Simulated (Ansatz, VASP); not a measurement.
LaFeGe: VASP beside Ansatz

INCAR

```
ALGO = Normal ; EDIFF = 1E-6
ENCUT = 600 ; GGA = PE
GGA_COMPAT = False ; ISIF = 2
ISMEAR = -1 ; ISPIN = 2
LASPH = True ; LCHARG = False
LMAXMIX = 6 ; LORBIT = 11
LREAL = False ; LWAVE = False
MAGMOM = 0 0 0.8 ; NBANDS = 32
NELM = 200 ; NUPDOWN = 0.8
PREC = Accurate ; SIGMA = 0.05
```

KPOINTS

```
k-points
0
Gamma
  6 6 5
```

File POSCAR:

```
LaFeGe
1.0
    4.2318077991      0.0000000000      0.0000000000
   -2.1159038996      3.6648530580      0.0000000000
    0.0000000000      0.0000000000      4.2857840000
La Ge Fe
1 1 1
Direct
    0.0000000000      0.0000000000      0.0000000000
    0.6666666667      0.3333333333      0.5000000000
    0.3333333333      0.6666666667      0.5000000000
```

The input input.yaml:

```yaml
crystal:
  lattice:
    - [4.2318077991, 0.0, 0.0]
    - [-2.1159038996, 3.664853058, 0.0]
    - [0.0, 0.0, 4.285784]
  atoms:
    - { symbol: La, position: [0.0, 0.0, 0.0] }
    - { symbol: Ge, position: [0.6666666667, 0.3333333333, 0.5] }
    - { symbol: Fe, position: [0.3333333333, 0.6666666667, 0.5], spin: 0.8 }
hamiltonian:
  xc: pbe
  pseudopotentials: { kind: paw }
magnetization:
  spin_polarized: true
  initial_magnetization: 0.8
  spin_locking: { lock_magnetization: hard }
kpoints:
  mp_grid: { grid: [6, 6, 5] }
scf:
  occupations: { method: fermi_dirac, width: 0.05 }
  lower_state_search: "off"
output:
  forces: true
  stress: true
  eigenvalues: true
  write_density: true
  write_potential: true
  elf: true
  volumetric_format: npy
```

Alike in both runs: task single point; functional PBE; k mesh 6 × 6 × 5; occupations fermi-dirac, width 0.05 eV; collinear spin; fixed moment 0.8 μB.

|  | VASP | Ansatz |
| --- | --- | --- |
| version | VASP 6.6.1 | Ansatz 0.2.0 |
| potentials or method | VASP PAW PBE potentials, release 64 (La, Ge_d, Fe_sv) | Ansatz PAW |
| plane-wave cutoff (eV) | 600 | 420 |
| valence electrons in the cell | 41 | 41 |

|  | VASP | Ansatz | Ansatz less VASP |
| --- | --- | --- | --- |
| pressure (GPa) | -3.1 | -2.7 | +0.43 |
| traceless stress, the component that is largest in VASP (GPa) | 0.81 | 0.79 | -0.023 |
| net moment per atom (μB) | 0.27 | 0.27 | 0.000 |
| size of the moment on the site where the two differ most (μB) | 1.21 | 1.25 | +0.034 |

Site moments also hang on the region over which each program counts them.

Neither program's run includes spin-orbit coupling.
